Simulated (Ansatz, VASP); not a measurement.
## Two plane-wave programs on As

```
CELL_PARAMETERS angstrom
4.63842 0.00000 0.00000
-2.31921 4.01699 0.00000
0.00000 0.00000 2.68476
ATOMIC_POSITIONS crystal
As 0.00000 0.00000 0.00000
As 0.33333 0.66667 0.50000
As 0.66667 0.33333 0.50000
```

Alike in both runs: task single point; functional r2SCAN; k mesh 9 × 9 × 13; occupations fermi-dirac, width 0.1 eV; no spin polarisation.

```csv
,VASP,Ansatz
version,VASP 6.6.1,Ansatz 0.2.0
potentials or method,"VASP PAW PBE potentials, release 64 (As), cutoff 520 eV","plane waves (500 eV) with PAW, scalar-relativistic"
valence electrons in the cell,15,45
```

Ansatz gave:

| Item | Value |
| --- | --- |
| pressure (GPa) | 14.6 |
| traceless stress, the component that is largest in VASP (GPa) | 3.82 |

Question: Estimate VASP's values.

Answer: Pressure (GPa): 14.6; traceless stress, the component that is largest in VASP (GPa): 3.83.

VASP's potentials were made for PBE, not for r2SCAN. VASP's potentials hold 15 valence electrons a cell and Ansatz's 45, so a difference there can come from the potentials and not from the codes.
